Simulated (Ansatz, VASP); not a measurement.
# CdTe: VASP beside Ansatz

```
Cd Te
1.0
     0.00000    3.20463    3.20463
     3.20463    0.00000    3.20463
     3.20463    3.20463    0.00000
Cd Te
1 1
Direct
  0.00000 0.00000 0.00000
  0.25000 0.25000 0.25000
```

Alike in both runs: functional LDA; k mesh 10 × 10 × 10; occupations gaussian, width 0.02 eV; no spin polarisation.

Ansatz relaxed the structure, and its values are those at the end. VASP's run is a single point on that final structure, the one shown.

```csv
,VASP,Ansatz
version,VASP 6.6.1,Ansatz 0.2.0
potentials or method,"VASP PAW LDA potentials, release 64 (Cd, Te), cutoff 500 eV","scalar-relativistic, plane waves, PAW"
valence electrons in the cell,18,36
```

VASP gave:

```
gap on the k mesh at the Fermi level (eV) : 0.65
least direct gap on the mesh (eV)         : 0.65
pressure (GPa)                            : 0.3
```

Which values does Ansatz return?

gap on the k mesh at the Fermi level (eV): 0.61; least direct gap on the mesh (eV): 0.61; pressure (GPa): 0.0.

Ansatz warns that its potentials were made for another functional, while VASP's fit it. LDA's correlation is that of Perdew and Zunger in VASP and of Perdew and Wang (1992) in Ansatz. VASP's potentials hold 18 valence electrons a cell and Ansatz's 36, so a difference there can come from the potentials and not from the codes.

Neither program's run includes spin-orbit coupling.
